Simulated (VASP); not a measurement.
# TiO2 (rutile type) (P4_2/mnm) in VASP: a series of runs

TiO2 (rutile type) is run at these levels: PBE; tasks: relaxation of shape and atoms at fixed volume, single point.

Everything below comes from runs of VASP 6.6.1. Logs are shortened: lines on timing, memory, paths and dates and some standing lists are left out, and cuts for length are marked.

### Step 1. The cell of the first run

It takes space group P4_2/mnm (No. 136, tetragonal). The conventional cell has a = 4.310 Å, b = 4.310 Å, c = 2.752 Å, α = 90.00°, β = 90.00°, γ = 90.00°. Ti (site symmetry mmm) has 6 O at 1.82 to 1.86 Å within 2.4 Å. Within 2.4 Å of O (site symmetry m2m) lie 3 Ti at 1.82 to 1.86 Å and 1 O at 2.38 Å.

### Step 2. Relaxation of shape and atoms at fixed volume, PBE

INCAR

```
SYSTEM = TiO2
PREC     = Accurate       ! precision mode
ENCUT    = 600            ! plane-wave cutoff, eV
EDIFF    = 1E-7           ! SCF threshold, eV
ISMEAR   = -1             ! smearing method
SIGMA    = 0.08           ! smearing width, eV
LREAL    = .False.        ! projectors in reciprocal space
LASPH    = .True.         ! aspherical terms in the spheres
NELM     = 100            ! most SCF steps
ALGO     = Normal         ! electronic algorithm
ISIF     = 4              ! what is computed and relaxed
LWAVE    = .False.        ! write WAVECAR
LCHARG   = .False.        ! write CHGCAR
GGA      = PE             ! functional
IBRION   = 2              ! ionic algorithm
NSW      = 50             ! ionic steps
EDIFFG   = -0.005         ! ionic threshold
```

KPOINTS

```
regular mesh
0
Gamma
  8 8 11
  0 0 0
```

POSCAR

```
TiO2
1.0
    4.3103347563      0.0000000000      0.0000000000
    0.0000000000      4.3103347563      0.0000000000
    0.0000000000      0.0000000000      2.7515255338
Ti O
2 4
Direct
    0.0000000000      0.0000000000      0.0000000000
    0.5000000000      0.5000000000      0.5000000000
    0.3051261056      0.3051261056      0.0000000000
    0.6948738944      0.6948738944      0.0000000000
    0.8051261056      0.1948738944      0.5000000000
    0.1948738944      0.8051261056      0.5000000000
```

Potentials or basis: VASP PAW PBE potentials, release 64 (Ti_sv, O).

The run is started by

```console
$ cat potpaw_PBE.64/Ti_sv/POTCAR potpaw_PBE.64/O/POTCAR > POTCAR
$ mpirun -np 1 vasp_std > vasp.out
```

OUTCAR:

```text
SYSTEM = TiO2
   PREC = Accurate
   ENCUT = 600
   EDIFF = 1E-7
   ISMEAR = -1
   LREAL = .False.
   LASPH = .True.
   NELM = 100
   ISIF = 4
   GGA = PE
   IBRION = 2
   NSW = 50
   EDIFFG = -0.005

 ion  position               nearest neighbor table
   1  0.000  0.000  0.000-   5 1.82   6 1.82   5 1.82   6 1.82   3 1.86   4 1.86
   2  0.500  0.500  0.500-   3 1.82   4 1.82   3 1.82   4 1.82   5 1.86   6 1.86
   3  0.305  0.305  0.000-   2 1.82   2 1.82   1 1.86
   4  0.695  0.695  0.000-   2 1.82   2 1.82   1 1.86
   5  0.805  0.195  0.500-   1 1.82   1 1.82   2 1.86
   6  0.195  0.805  0.500-   1 1.82   1 1.82   2 1.86

  LATTYP: Found a simple tetragonal cell.
 ALAT       =     4.3103347563
 C/A-ratio  =     0.6383554154

  Lattice vectors:

 A1 = (   4.3103347563,   0.0000000000,   0.0000000000)
 A2 = (   0.0000000000,   4.3103347563,   0.0000000000)
 A3 = (   0.0000000000,   0.0000000000,   2.7515255338)

Analysis of symmetry for initial positions (statically):
=====================================================================
 Subroutine PRICEL returns:
 Original cell was already a primitive cell.

 Routine SETGRP: Setting up the symmetry group for a
 simple tetragonal supercell.

 Subroutine GETGRP returns: Found 16 space group operations
 (whereof  8 operations were pure point group operations)
 out of a pool of 16 trial point group operations.

The static configuration has the point symmetry D_2h.
 The point group associated with its full space group is D_4h.

Analysis of symmetry for dynamics (positions and initial velocities):
=====================================================================
 Subroutine PRICEL returns:
 Original cell was already a primitive cell.

 Routine SETGRP: Setting up the symmetry group for a
 simple tetragonal supercell.

 Subroutine GETGRP returns: Found 16 space group operations
 (whereof  8 operations were pure point group operations)
 out of a pool of 16 trial point group operations.

The dynamic configuration has the point symmetry D_2h.
 The point group associated with its full space group is D_4h.

 Subroutine INISYM returns: Found 16 space group operations
 (whereof  8 operations are pure point group operations),
 and found     1 'primitive' translations

[... 102 lines left out ...]
   EDIFF  = 0.1E-06   stopping-criterion for ELM
   LREAL  =      F    real-space projection
   EDIFFG = -.5E-02   stopping-criterion for IOM
   NSW    =     50    number of steps for IOM
   IBRION =      2    ionic relax: 0-MD 1-quasi-New 2-CG
   NFREE  =      1    steps in history (QN), initial steepest desc. (CG)
   ISIF   =      4    stress and relaxation
   ISYM   =      2    0-nonsym 1-usesym 2-fastsym
   POTIM  = 0.5000    time-step for ionic-motion
   TEBEG  =    0.0;   TEEND  =   0.0 temperature during run
   PSTRESS=    0.0 pullay stress
   NELECT =      48.0000    total number of electrons
   NUPDOWN=      -1.0000    fix difference up-down
   EMIN   =  10.00;   EMAX   =-10.00  energy-range for DOS
   EFERMI =   0.00;   METHOD = LEGACY
   ISMEAR =    -1;   SIGMA  =   0.08  broadening in eV -4-tet -1-fermi 0-gaus
   EFERMI_NEDOS =   21; number of points for ismear=-14 and -15
   IALGO  =     38    algorithm
   IMIX   =      4    mixing-type and parameters
     AMIX     =   0.40;   BMIX     =  1.00
     AMIX_MAG =   1.60;   BMIX_MAG =  1.00
  volume/ion in A,a.u.               =       8.52        57.50
  Fermi-wavevector in a.u.,A,eV,Ry     =   1.603086  3.029393 34.965389  2.569884
  Thomas-Fermi vector in A             =   2.699804
   LORBIT       =      0    0 simple, 1 ext, 2 COOP (PROOUT), +10 PAW based schemes
   GGA     = PE    functional components
   LHFCALC =     F    Hartree Fock is set to
   AEXX    =    0.0000 exact exchange contribution
   IVDW    =     0    specifies the selected vdW correction
   LEPSILON=     F    determine dielectric tensor
   LRPA    =     F    only Hartree local field effects (RPA)
 conjugate gradient relaxation of ions
 non-spin polarized calculation
  energy-cutoff  :      600.00
  volume of cell :       51.12
 maximum number of plane-waves:      1727
 NGX is ok and might be reduce to    36
   NGX = 17   NGY = 17   NGZ = 11

--------------------------------------- Ionic step        1  -------------------------------------------

 number of electron      48.0000014 magnetization

 Free energy of the ion-electron system (eV)
  ---------------------------------------------------
  ext. energy  EPLUGINS =         0.00000000
  ---------------------------------------------------
  free energy    TOTEN  =       -50.92764768 eV

  energy without entropy =      -50.92764764  energy(sigma->0) =      -50.92764766

------------------------ aborting loop because EDIFF is reached ----------------------------------------

  FORCE on cell =-STRESS in cart. coord.  units (eV):
  Direction    XX          YY          ZZ          XY          YZ          ZX
  --------------------------------------------------------------------------------------
  -------------------------------------------------------------------------------------
  Total       23.6308058     23.6308058     31.0770922      0.0000000      0.0000000      0.0000000
  in kB      740.6168091    740.6168091    973.9920466      0.0000000      0.0000000      0.0000000
  external PRESSURE =     818.4085549 kB  Pullay stress =       0.0000000 kB
[... 307 lines left out ...]
--------------------------------------- Ionic step        9  -------------------------------------------

 number of electron      47.9999992 magnetization

 Free energy of the ion-electron system (eV)
  ---------------------------------------------------
  ext. energy  EPLUGINS =         0.00000000
  ---------------------------------------------------
  free energy    TOTEN  =       -51.10063102 eV

  energy without entropy =      -51.10063095  energy(sigma->0) =      -51.10063099

 E-fermi :   8.2898     XC(G=0): -12.5330

 val. band max:        7.2296328271   @ k =   0.0000   0.0000   0.0000
 cond. band min:       9.4207141499   @ k =   0.0000   0.0000   0.0000
 fundamental gap:      2.1910813227
 Fermi energy:         8.2897561667

 k-point     1 :       0.0000    0.0000    0.0000
  band No.  band energies     occupation
      1     -49.1514      2.00000
      2     -49.0992      2.00000
      3     -25.7565      2.00000
      4     -25.7565      2.00000
      5     -25.3682      2.00000
      6     -25.3682      2.00000
[... 733 lines left out ...]
     27      10.9767      0.00000
     28      10.9767      0.00000

 [... further k-points ...]
[... 5 lines left out ...]
  --------------------------------------------------------------------------------------
  -------------------------------------------------------------------------------------
  Total       24.7477241     24.7477241     24.7481128      0.0000000      0.0000000      0.0000000
  in kB      775.6223235    775.6223235    775.6345066      0.0000000      0.0000000      0.0000000
  external PRESSURE =     775.6263846 kB  Pullay stress =       0.0000000 kB
[... 21 lines left out ...]
  FREE ENERGIE OF THE ION-ELECTRON SYSTEM (eV)
  ---------------------------------------------------
  free  energy   TOTEN  =       -51.1006310218 eV

  energy  without entropy=      -51.1006309541  energy(sigma->0) =      -51.10063099

 reached required accuracy - stopping structural energy minimisation
```

OSZICAR:

```text
N       E                     dE             d eps       ncg     rms          rms(c)
DAV:   1     0.748978056236E+03    0.74898E+03   -0.27648E+04  5048   0.233E+03
DAV:   2     0.679791312285E+02   -0.68100E+03   -0.65819E+03  5276   0.645E+02
[... 77 lines left out ...]
   8 F= -.51100606E+02 E0= -.51100606E+02  d E =0.165339E-04
       N       E                     dE             d eps       ncg     rms          rms(c)
DAV:   1    -0.511006518439E+02   -0.45804E-04   -0.69725E-03  5064   0.697E-01    0.442E-02
DAV:   2    -0.511006436136E+02    0.82303E-05   -0.21356E-04  5280   0.137E-01    0.284E-02
DAV:   3    -0.511006308607E+02    0.12753E-04   -0.29386E-05  5608   0.554E-02    0.494E-03
DAV:   4    -0.511006310679E+02   -0.20719E-06   -0.54829E-06  5708   0.203E-02    0.206E-03
DAV:   5    -0.511006310218E+02    0.46081E-07   -0.22047E-07  3768   0.476E-03
   9 F= -.51100631E+02 E0= -.51100631E+02  d E =-.843093E-05
```

Run time: 5.2 min. Hardware: 1 thread of Intel Xeon 6975P-C (Granite Rapids), shared host; peak memory 0.27 GiB.

Results:

```
Free energy                  : -51.1006 eV
Energy gained by relaxing    : 28.8 meV/atom
Ionic steps                  : 9
Pressure after relaxing      : 77.6 GPa
Largest force after relaxing : 0.004 eV/Å
Band gap on the k mesh       : 2.19 eV, direct
```

Forces on the atoms (eV/Å):
```
Ti   0.000  0.000  0.000
Ti   0.000  0.000  0.000
O    0.003  0.003  0.000
O   -0.003 -0.003  0.000
O    0.003 -0.003  0.000
O   -0.003  0.003  0.000
```

Step by step:
| step | energy change (eV) | largest force (eV/Å) | pressure (GPa) | volume (Å³) |
| --- | --- | --- | --- | --- |
| 1 | 0.0000 | 1.5649 | 81.84 | 51.12 |
| 2 | 0.1084 | 2.3927 | 77.65 | 51.12 |
| 3 | -0.1664 | 0.1325 | 77.86 | 51.12 |
| 4 | -0.1664 | 0.1671 | 77.82 | 51.12 |
| 5 | -0.1724 | 0.0613 | 77.62 | 51.12 |
| 6 | -0.1730 | 0.0149 | 77.54 | 51.12 |
| 7 | -0.1730 | 0.0182 | 77.54 | 51.12 |
| 8 | -0.1730 | 0.0195 | 77.60 | 51.12 |
| 9 | -0.1730 | 0.0042 | 77.56 | 51.12 |

Final structure:
```xyz
6
Lattice="4.2552 0.0000 0.0000 0.0000 4.2552 0.0000 0.0000 0.0000 2.8233" Properties=species:S:1:pos:R:3 pbc="T T T"
Ti    0.0000    0.0000    0.0000
Ti    2.1276    2.1276    1.4117
O     1.2807    1.2807    0.0000
O     2.9745    2.9745    0.0000
O     3.4083    0.8469    1.4117
O     0.8469    3.4083    1.4117
```

A k mesh can miss the band edges. PBE gaps usually lie below the measured ones, often by a third to a half.

### Step 3. Relaxation of shape and atoms at fixed volume, PBE

This run uses another cell than the first one, of 9.37 Å³/atom, 1.100 times its volume.

INCAR

```
  ALGO = Normal
  EDIFF = 1E-7
  EDIFFG = -0.005
  ENCUT = 600
  GGA = PE
  IBRION = 2
  ISIF = 4
  ISMEAR = -1
  LASPH = True
  LCHARG = False
  LREAL = False
  LWAVE = False
  NELM = 100
  NSW = 50
  PREC = Accurate
  SIGMA = 0.08
```

KPOINTS

```
k-points
0
Gamma
  8 8 11
```

POSCAR: that of step 2 with these lines changed.

```diff
@@ -2,5 +2,5 @@
 1.0
-    4.3103347563      0.0000000000      0.0000000000
-    0.0000000000      4.3103347563      0.0000000000
-    0.0000000000      0.0000000000      2.7515255338
+    4.4494728599      0.0000000000      0.0000000000
+    0.0000000000      4.4494728599      0.0000000000
+    0.0000000000      0.0000000000      2.8403450957
 Ti O
```

Potentials or basis: VASP PAW PBE potentials, release 64 (Ti_sv, O).

The run is started by

```console
$ cat potpaw_PBE.64/Ti_sv/POTCAR potpaw_PBE.64/O/POTCAR > POTCAR
$ mpirun -np 1 vasp_std > vasp.out
```

Wall time 4.6 min (1 thread of Intel Xeon 6975P-C (Granite Rapids), shared host); peak memory 0.28 GiB.

Results (log left out):

- Free energy: -52.8861 eV
- Energy gained by relaxing: 10.9 meV/atom
- Ionic steps: 8
- Pressure after relaxing: 36.2 GPa
- Band gap on the k mesh: 1.99 eV, direct

Step by step:
| step | energy change (eV) | largest force (eV/Å) | pressure (GPa) | volume (Å³) |
| --- | --- | --- | --- | --- |
| 1 | 0.0000 | 0.8118 | 38.72 | 56.23 |
| 2 | -0.0422 | 0.5717 | 35.45 | 56.23 |
| 3 | -0.0645 | 0.0588 | 36.25 | 56.23 |
| 4 | -0.0645 | 0.0763 | 36.22 | 56.23 |
| 5 | -0.0656 | 0.0269 | 36.17 | 56.23 |
| 6 | -0.0657 | 0.0124 | 36.15 | 56.23 |
| 7 | -0.0657 | 0.0075 | 36.19 | 56.23 |
| 8 | -0.0657 | 0.0001 | 36.17 | 56.23 |

Final structure:
```
Ti O
1.0
     4.41305    0.00000    0.00000
     0.00000    4.41305    0.00000
     0.00000    0.00000    2.88743
Ti O
2 4
Direct
  0.00000 0.00000 0.00000
  0.50000 0.50000 0.50000
  0.30175 0.30175 0.00000
  0.69825 0.69825 0.00000
  0.80175 0.19825 0.50000
  0.19825 0.80175 0.50000
```

Levels at points of the mesh, in eV from the valence-band top:
| k point | band 21 | band 22 | band 23 | band 24 | band 25 | band 26 | band 27 | band 28 |
| --- | --- | --- | --- | --- | --- | --- | --- | --- |
| (0.00, 0.00, 0.00) | -0.80 | -0.51 | -0.51 | 0.00 | 1.99 | 2.31 | 2.54 | 2.71 |
| (0.50, 0.00, 0.00) | -1.94 | -1.94 | -0.87 | -0.87 | 2.79 | 2.79 | 3.43 | 3.43 |
| (0.50, 0.50, 0.00) | -1.48 | -1.48 | -1.15 | -1.15 | 2.04 | 2.04 | 2.74 | 2.74 |

A k mesh can miss the band edges. Expect the measured gap to be larger: semilocal functionals such as PBE lack the derivative discontinuity.

(Part 1 of 2 ends here.)
